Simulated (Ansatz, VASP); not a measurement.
**One calculation of HgTe, two programs**

File INCAR:

```
SYSTEM = HgTe
ALGO = Normal
EDIFF = 1E-6
ENCUT = 520
GGA = PS
ISIF = 2
ISMEAR = -1
LASPH = .TRUE.
LCHARG = .FALSE.
LREAL = .FALSE.
LWAVE = .FALSE.
NBANDS = 16
NELM = 60
PREC = Accurate
SIGMA = 0.05
```

Contents of KPOINTS:

```
k-points
0
G
  10 10 10
  0 0 0
```

Contents of POSCAR:

```
HgTe
1.0
   -3.0657731441      3.0657731441      1.5697375195
    3.0657731441     -3.0657731441      1.5697375195
    3.0657731441      3.0657731441     -1.5697375195
Hg Te
1 1
Direct
    0.7500000000      0.2500000000      0.5000000000
    0.0000000000      0.0000000000      0.0000000000
```

Contents of input.yaml:

```yaml
crystal:
  lattice:
    - [-3.0657731441, 3.0657731441, 1.5697375195]
    - [3.0657731441, -3.0657731441, 1.5697375195]
    - [3.0657731441, 3.0657731441, -1.5697375195]
  atoms:
    - { symbol: Hg, position: [0.75, 0.25, 0.5] }
    - { symbol: Te, position: [0.0, 0.0, 0.0] }
kpoints:
  mp_grid: { grid: [10, 10, 10] }
scf:
  occupations: { method: fermi_dirac, width: 0.05 }
hamiltonian:
  xc: pbesol
  pseudopotentials: { kind: all_electron, lapw: { basis_error: 0.0005 } }
output:
  forces: true
  stress: true
  eigenvalues: true
```

Change from the starting cell: volume scaled by 1.02.

Alike in both runs: task single point; functional PBEsol; k mesh 10 × 10 × 10; occupations fermi-dirac, width 0.05 eV; no spin polarisation.

|  | VASP | Ansatz |
| --- | --- | --- |
| version | VASP 6.6.1 | Ansatz 0.2.0 |
| potentials or method | VASP PAW PBE potentials, release 64 (Hg, Te), cutoff 520 eV | all-electron LAPW, scalar-relativistic |

Ansatz gave:

| Item | Value |
| --- | --- |
| gap on the k mesh at the Fermi level (eV) | none |
| pressure (GPa) | -4.0 |
| traceless stress, the component that is largest in VASP (GPa) | 2.60 |

Problem. Estimate VASP's values.

Solution. gap on the k mesh at the Fermi level (eV): none; pressure (GPa): -3.9; traceless stress, the component that is largest in VASP (GPa): 2.61.

VASP's potentials were made for PBE, not for PBEsol. A gap of «none» marks a metal or a gap that the smearing closes. Ansatz ran all-electron here, and VASP with PAW potentials.

Spin-orbit coupling is off throughout.
